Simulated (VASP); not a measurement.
Here is a VASP 6.6.1 calculation.

File INCAR:

```
  PREC = Accurate
  ENCUT = 520
  EDIFF = 1E-6
  ISMEAR = 0
  SIGMA = 0.1
  LREAL = False
  LASPH = True
  NELM = 60
  ALGO = Normal
  ISIF = 2
  LWAVE = False
  LCHARG = False
  NBANDS = 21
```

KPOINTS

```
regular mesh
0
Gamma
  14 14 14
```

Contents of POSCAR:

```
Ge
1.0
    0.0000000000      2.8926235397      2.8926235397
    2.8926235397      0.0000000000      2.8926235397
    2.8926235397      2.8926235397      0.0000000000
Ge
2
Direct
    0.5000000000      0.5000000000      0.5000000000
    0.7500000000      0.7500000000      0.7500000000
```

Potentials or basis: VASP PAW LDA potentials, release 64 (Ge_d).

Run with:

```sh
$ cat potpaw_LDA.64/Ge_d/POTCAR > POTCAR
$ mpirun -np 1 vasp_std > vasp.out
```

Question: Estimate the pressure.

Answer: -4.9 GPa.

Question: Predict the band gap on the k mesh.

Answer: Zero (bands 14 and 15 overlap by 0.13 eV).

Caveat: the cell stands under tension; semilocal functionals underestimate gaps, and a narrow one can read as zero.
